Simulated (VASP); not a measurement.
# MoS2 (P-3m1) in VASP: a series of runs

MoS2 is run at these levels: PBE+D3(BJ); tasks: single point.

Program: VASP 6.6.1. These are calculated values, not measurements. Logs are shortened: lines on timing, memory, paths and dates and some standing lists are left out, and cuts for length are marked.

**1. The cell of the first run**

The typed cell holds 6 atoms: a = 3.181 Å, b = 3.181 Å, c = 11.225 Å, α = 90.00°, β = 90.00°, γ = 120.00°.

**2. Single point, PBE+D3(BJ)**

Input file INCAR:

```
SYSTEM = MoS2
PREC     = Accurate       ! precision mode
ENCUT    = 520            ! plane-wave cutoff, eV
EDIFF    = 1E-7           ! SCF threshold, eV
ISMEAR   = 0              ! smearing method
SIGMA    = 0.05           ! smearing width, eV
LREAL    = .FALSE.        ! projectors in reciprocal space
LASPH    = .TRUE.         ! aspherical terms in the spheres
NELM     = 80             ! most SCF steps
ALGO     = Normal         ! electronic algorithm
ISIF     = 2              ! what is computed and relaxed
LWAVE    = .FALSE.        ! write WAVECAR
LCHARG   = .FALSE.        ! write CHGCAR
GGA      = PE             ! functional
IVDW     = 12             ! dispersion correction
NBANDS   = 35             ! bands
```

Input file KPOINTS:

```
regular mesh
0
G
  12 12 4
  0 0 0
```

Input file POSCAR:

```
MoS2
1.0
    3.1808000000      0.0000000000      0.0000000000
   -1.5904000000      2.7546536043      0.0000000000
    0.0000000000      0.0000000000     11.2249000000
Mo S
2 4
Direct
    0.6666666667      0.3333333333      0.2501439769
    0.3333333333      0.6666666667      0.7498560231
    0.3333333333      0.6666666667      0.3795985159
    0.6666666667      0.3333333333      0.8793132861
    0.3333333333      0.6666666667      0.1206867139
    0.6666666667      0.3333333333      0.6204014841
```

Potentials or basis: VASP PAW PBE potentials, release 64 (Mo_sv, S).

On the command line:

```sh
$ cat potpaw_PBE.64/Mo_sv/POTCAR potpaw_PBE.64/S/POTCAR > POTCAR
$ mpirun -np 1 vasp_std > vasp.out
```

OUTCAR:

```text
SYSTEM = MoS2
   PREC = Accurate
   ENCUT = 520
   EDIFF = 1E-7
   ISMEAR = 0
   LREAL = .FALSE.
   LASPH = .TRUE.
   NELM = 80
   ISIF = 2
   GGA = PE
   IVDW = 12
 IVDW          = 12

 ion  position               nearest neighbor table
   1  0.667  0.333  0.250-   3 2.34   3 2.34   3 2.34   5 2.34   5 2.34   5 2.34
   2  0.333  0.667  0.750-   6 2.34   6 2.34   6 2.34   4 2.34   4 2.34   4 2.34
   3  0.333  0.667  0.380-   1 2.34   1 2.34   1 2.34
   4  0.667  0.333  0.879-   2 2.34   2 2.34   2 2.34
   5  0.333  0.667  0.121-   1 2.34   1 2.34   1 2.34
   6  0.667  0.333  0.620-   2 2.34   2 2.34   2 2.34

  LATTYP: Found a hexagonal cell.
 ALAT       =     3.1808000000
 C/A-ratio  =     3.5289549799

  Lattice vectors:

 A1 = (   3.1808000000,   0.0000000000,   0.0000000000)
 A2 = (  -1.5904000000,   2.7546536043,   0.0000000000)
 A3 = (   0.0000000000,   0.0000000000,  11.2249000000)

Analysis of symmetry for initial positions (statically):
=====================================================================
 Subroutine PRICEL returns:
 Original cell was already a primitive cell.

 Routine SETGRP: Setting up the symmetry group for a
 hexagonal supercell.

 Subroutine GETGRP returns: Found 12 space group operations
 (whereof 12 operations were pure point group operations)
 out of a pool of 24 trial point group operations.

The static configuration has the point symmetry D_3d.

Analysis of symmetry for dynamics (positions and initial velocities):
=====================================================================
 Subroutine PRICEL returns:
 Original cell was already a primitive cell.

 Routine SETGRP: Setting up the symmetry group for a
 hexagonal supercell.

 Subroutine GETGRP returns: Found 12 space group operations
 (whereof 12 operations were pure point group operations)
 out of a pool of 24 trial point group operations.

The dynamic configuration has the point symmetry D_3d.

 Subroutine INISYM returns: Found 12 space group operations
 (whereof 12 operations are pure point group operations),
 and found     1 'primitive' translations

----------------------------------------------------------------------------------------

                                     Primitive cell

  volume of cell :      98.3526

  direct lattice vectors                    reciprocal lattice vectors
     3.180800000  0.000000000  0.000000000     0.314386318  0.181511025  0.000000000
    -1.590400000  2.754653604  0.000000000     0.000000000  0.363022051  0.000000000
     0.000000000  0.000000000 11.224900000     0.000000000  0.000000000  0.089087653

  length of vectors
     3.180800000  3.180800000 11.224900000     0.363022051  0.363022051  0.089087653

  position of ions in fractional coordinates (direct lattice)
     0.666666667  0.333333333  0.250143977
     0.333333333  0.666666667  0.749856023
     0.333333333  0.666666667  0.379598516
     0.666666667  0.333333333  0.879313286
     0.333333333  0.666666667  0.120686714
     0.666666667  0.333333333  0.620401484

  ion indices of the primitive-cell ions
   primitive index   ion index
                 1           1
                 2           2
                 3           3
                 4           4
                 5           5
                 6           6

----------------------------------------------------------------------------------------

 KPOINTS: regular mesh

Automatic generation of k-mesh.
 Grid dimensions read from file:
 generate k-points for:   12   12    4

 Generating k-lattice:

  Cartesian coordinates                     Fractional coordinates (reciprocal lattice)
     0.026198860  0.015125919  0.000000000     0.083333333  0.000000000  0.000000000
     0.000000000  0.030251838  0.000000000     0.000000000  0.083333333  0.000000000
     0.000000000  0.000000000  0.022271913     0.000000000  0.000000000  0.250000000

  Length of vectors
     0.030251838  0.030251838  0.022271913

  Shift w.r.t. Gamma in fractional coordinates (k-lattice)
     0.000000000  0.000000000  0.000000000

 Subroutine IBZKPT returns following result:
 ===========================================

 Found     69 irreducible k-points:

 Following reciprocal coordinates:
            Coordinates               Weight
  0.000000  0.000000  0.000000      1.000000
  0.083333  0.000000  0.000000      6.000000
  0.166667  0.000000  0.000000      6.000000
  0.250000 -0.000000  0.000000      6.000000
  0.333333  0.000000  0.000000      6.000000
  0.416667 -0.000000  0.000000      6.000000
[... 16 lines left out ...]
  0.166667  0.000000  0.250000      6.000000
  0.000000  0.166667  0.250000      6.000000
 [... further k-points ...]
   k-points           NKPTS =     69   k-points in BZ     NKDIM =     69   number of bands    NBANDS=     35
   number of dos      NEDOS =    301   number of ions     NIONS =      6
   total plane-waves  NPLWV =  48384
   dimension x,y,z NGX =    24 NGY =   24 NGZ =   84
   dimension x,y,z NGXF=    48 NGYF=   48 NGZF=  168
   ions per type =               2   4
   NGX,Y,Z   is equivalent  to a cutoff of  12.54, 12.54, 12.44 a.u.
   NGXF,Y,Z  is equivalent  to a cutoff of  25.09, 25.09, 24.88 a.u.
 SYSTEM =  MoS2
   PREC   = accura    normal or accurate (medium, high low for compatibility)
   ISTART =      0    job   : 0-new  1-cont  2-samecut
   ICHARG =      2    charge: 1-file 2-atom 10-const
   ISPIN  =      1    spin polarized calculation?
   LNONCOLLINEAR =      F non collinear calculations
   LSORBIT =      F    spin-orbit coupling
   LASPH  =      T    aspherical Exc in radial PAW
   ENCUT  =  520.0 eV  38.22 Ry    6.18 a.u.   5.91  5.91 20.87*2*pi/ulx,y,z
   NELM   =     80;   NELMIN=  2; NELMDL= -5     # of ELM steps
   EDIFF  = 0.1E-06   stopping-criterion for ELM
   LREAL  =      F    real-space projection
   EDIFFG = 0.1E-05   stopping-criterion for IOM
   NSW    =      0    number of steps for IOM
   IBRION =     -1    ionic relax: 0-MD 1-quasi-New 2-CG
   NFREE  =      0    steps in history (QN), initial steepest desc. (CG)
   ISIF   =      2    stress and relaxation
   ISYM   =      2    0-nonsym 1-usesym 2-fastsym
   POTIM  = 0.5000    time-step for ionic-motion
   TEBEG  =    0.0;   TEEND  =   0.0 temperature during run
   PSTRESS=    0.0 pullay stress
   NELECT =      52.0000    total number of electrons
   NUPDOWN=      -1.0000    fix difference up-down
   EMIN   =  10.00;   EMAX   =-10.00  energy-range for DOS
   EFERMI =   0.00;   METHOD = LEGACY
   ISMEAR =     0;   SIGMA  =   0.05  broadening in eV -4-tet -1-fermi 0-gaus
   EFERMI_NEDOS =   21; number of points for ismear=-14 and -15
   IALGO  =     38    algorithm
   IMIX   =      4    mixing-type and parameters
     AMIX     =   0.40;   BMIX     =  1.00
     AMIX_MAG =   1.60;   BMIX_MAG =  1.00
  volume/ion in A,a.u.               =      16.39       110.62
  Fermi-wavevector in a.u.,A,eV,Ry     =   1.323774  2.501571 23.842562  1.752379
  Thomas-Fermi vector in A             =   2.453358
   LORBIT       =      0    0 simple, 1 ext, 2 COOP (PROOUT), +10 PAW based schemes
   GGA     = PE    functional components
   LHFCALC =     F    Hartree Fock is set to
   AEXX    =    0.0000 exact exchange contribution
   IVDW    =    12    specifies the selected vdW correction
   LEPSILON=     F    determine dielectric tensor
   LRPA    =     F    only Hartree local field effects (RPA)
 non-spin polarized calculation
 Gauss-broadening in eV      SIGMA  =   0.05
  energy-cutoff  :      520.00
  volume of cell :       98.35
 maximum number of plane-waves:      2688
   NGX = 11   NGY = 11   NGZ = 41

 number of electron      52.0000000 magnetization

 Free energy of the ion-electron system (eV)
  ---------------------------------------------------
  ext. energy  EPLUGINS =         0.00000000
  ---------------------------------------------------
  free energy    TOTEN  =       -42.90480725 eV

  energy without entropy =      -42.90425236  energy(sigma->0) =      -42.90452981

 E-fermi :   9.2372     XC(G=0): -11.2942

 val. band max:        9.1216162683   @ k =   0.0000   0.0000   0.5000
 cond. band min:       9.2711487025   @ k =   0.3333   0.3333   0.0000
 fundamental gap:      0.1495324342
 Fermi energy:         9.2372175053

 k-point     1 :       0.0000    0.0000    0.0000
  band No.  band energies     occupation
      1     -52.8336      2.00000
      2     -52.8336      2.00000
      3     -27.0037      2.00000
      4     -27.0033      2.00000
      5     -26.8372      2.00000
      6     -26.8372      2.00000
[... 27 lines left out ...]
     34      11.4819      0.00000
     35      13.9539      0.00000

 k-point     2 :       0.0833    0.0000    0.0000
  band No.  band energies     occupation
      1     -52.8309      2.00000
      2     -52.8309      2.00000
      3     -26.9980      2.00000
      4     -26.9976      2.00000
      5     -26.8653      2.00000
      6     -26.8653      2.00000
[... 27 lines left out ...]
     34      11.3647      0.00000
     35      14.4205      0.00000

 k-point     3 :       0.1667    0.0000    0.0000
  band No.  band energies     occupation
      1     -52.8236      2.00000
      2     -52.8236      2.00000
      3     -26.9826      2.00000
      4     -26.9822      2.00000
      5     -26.9415      2.00000
      6     -26.9415      2.00000
[... 27 lines left out ...]
     34      11.5557      0.00000
     35      15.6005      0.00000
[... 723 lines left out ...]
 k-point    23 :       0.1667    0.0000    0.2500
  band No.  band energies     occupation
      1     -52.8236      2.00000
      2     -52.8236      2.00000
      3     -26.9825      2.00000
      4     -26.9823      2.00000
      5     -26.9415      2.00000
      6     -26.9415      2.00000
[... 27 lines left out ...]
     34      11.5411      0.00000
     35      15.5876      0.00000

 k-point    24 :       0.0000    0.1667    0.2500
  band No.  band energies     occupation
      1     -52.8236      2.00000
      2     -52.8236      2.00000
      3     -26.9825      2.00000
      4     -26.9823      2.00000
      5     -26.9415      2.00000
      6     -26.9415      2.00000
[... 27 lines left out ...]
     34      11.5411      0.00000
     35      15.5867      0.00000

 [... further k-points ...]

------------------------ aborting loop because EDIFF is reached ----------------------------------------

 Edisp (eV)   -2.77877

 E8    (eV) :    -1.1207

  FORCE on cell =-STRESS in cart. coord.  units (eV):
  Direction    XX          YY          ZZ          XY          YZ          ZX
  --------------------------------------------------------------------------------------
  -------------------------------------------------------------------------------------
  Total       2.96967     2.96967    13.89573    -0.00000     0.00000     0.00000
  in kB      48.37633    48.37633   226.36328    -0.00000     0.00000     0.00000
  external pressure =      107.71 kB  Pullay stress =        0.00 kB

 VOLUME and BASIS-vectors are now :
 -----------------------------------------------------------------------------
  energy-cutoff  :      520.00
  volume of cell :       98.35
      direct lattice vectors                 reciprocal lattice vectors
     3.180800000  0.000000000  0.000000000     0.314386318  0.181511025  0.000000000
    -1.590400000  2.754653604  0.000000000     0.000000000  0.363022051  0.000000000
     0.000000000  0.000000000 11.224900000     0.000000000  0.000000000  0.089087653

 POSITION                                       TOTAL-FORCE (eV/Angst)
 -----------------------------------------------------------------------------------
      1.59040      0.91822      2.80784         0.000000     -0.000000     -0.002106
     -0.00000      1.83644      8.41706        -0.000000      0.000000      0.002106
     -0.00000      1.83644      4.26096         0.000000     -0.000000      1.975404
      1.59040      0.91822      9.87020        -0.000000      0.000000      1.981679
     -0.00000      1.83644      1.35470        -0.000000      0.000000     -1.981679
      1.59040      0.91822      6.96394         0.000000      0.000000     -1.975404
 -----------------------------------------------------------------------------------
    total drift:                               -0.000000      0.000000      0.000000

  FREE ENERGIE OF THE ION-ELECTRON SYSTEM (eV)
  ---------------------------------------------------
  free  energy   TOTEN  =       -45.6835783282 eV

  energy  without entropy=      -45.6830234370  energy(sigma->0) =      -45.68330088
```

It took 2.7 min on 1 thread of Intel Xeon Platinum 8259CL at 2.50GHz (Skylake/Cascade Lake), shared host; peak memory 0.33 GiB.

What came out:

- Free energy: -45.6836 eV
- Pressure: 10.8 GPa
- Largest force: 1.982 eV/Å
- Band gap on the k mesh: zero (bands 26 and 27 overlap by 0.05 eV)
- Dispersion energy per atom: -0.463 eV

Forces in eV/Å, atoms in the order of the input:
```
Mo   0.000  0.000 -0.002
Mo   0.000  0.000  0.002
S    0.000  0.000  1.975
S    0.000  0.000  1.982
S    0.000  0.000 -1.982
S    0.000  0.000 -1.975
```

Caveat: the stress differs along the axes, from 5 to 23 GPa; forces of over 1 eV/Å act on the atoms, so gaps and moduli don't describe the material at rest.

**3. Single point, PBE+D3(BJ)**

Input file INCAR:

```
ALGO = Normal
EDIFF = 1E-6
ENCUT = 520
GGA = PE
ISIF = 2
ISMEAR = 0
IVDW = 12
LASPH = T
LCHARG = F
LREAL = F
LWAVE = F
NBANDS = 35
NELM = 60
PREC = Accurate
SIGMA = 0.05
```

Input file KPOINTS:

```
k-points
0
Gamma
  12 12 4
```

POSCAR: that of step 2 with these lines changed.

```diff
@@ -2,5 +2,5 @@
 1.0
-    3.1808000000      0.0000000000      0.0000000000
-   -1.5904000000      2.7546536043      0.0000000000
-    0.0000000000      0.0000000000     11.2249000000
+    3.2123000000      0.0000000000      0.0000000000
+   -1.6061500000      2.7819334046      0.0000000000
+    0.0000000000      0.0000000000     11.0072000000
 Mo S
```

Potentials or basis: VASP PAW PBE potentials, release 64 (Mo_sv, S).

On the command line:

```sh
$ cat potpaw_PBE.64/Mo_sv/POTCAR potpaw_PBE.64/S/POTCAR > POTCAR
$ mpirun -np 1 vasp_std > vasp.out
```

Wall time 2.5 min (1 thread of Intel Xeon Platinum 8259CL at 2.50GHz (Skylake/Cascade Lake), shared host); peak memory 0.33 GiB.

Results (log left out):

- Free energy: -45.4371 eV
- Pressure: 11.2 GPa
- Largest force: 2.314 eV/Å
- Band gap on the k mesh: zero (bands 26 and 27 overlap by 0.38 eV)
- Dispersion energy per atom: -0.463 eV

Forces on the atoms (eV/Å):
```
Mo   0.000  0.000 -0.002
Mo   0.000  0.000  0.002
S    0.000  0.000  2.307
S    0.000  0.000  2.314
S    0.000  0.000 -2.314
S    0.000  0.000 -2.307
```

Stress tensor (GPa, compression positive):
```
 3.49  0.00  0.00
 0.00  3.49  0.00
 0.00  0.00 26.73
```

Levels at points of the mesh, in eV from the Fermi level:
```tsv
k point	band 23	band 24	band 25	band 26	band 27	band 28	band 29	band 30
(0.00, 0.00, 0.00)	-3.16	-0.90	-0.32	0.39	1.61	1.61	1.62	1.62
(0.50, 0.00, 0.00)	-2.44	-2.30	-2.04	-1.51	0.85	0.98	1.41	1.57
(0.00, 0.00, 0.50)	-2.37	-2.36	0.24	0.25	1.60	1.60	1.60	1.60
(0.50, 0.00, 0.50)	-2.63	-2.63	-1.68	-1.68	0.90	0.90	1.50	1.50
```

Caveat: the stress differs along the axes, from 3 to 27 GPa; forces of over 1 eV/Å act on the atoms, so gaps and moduli don't describe the material at rest.

The gap in the log of VASP goes by the Fermi energy; the results here count the filled bands.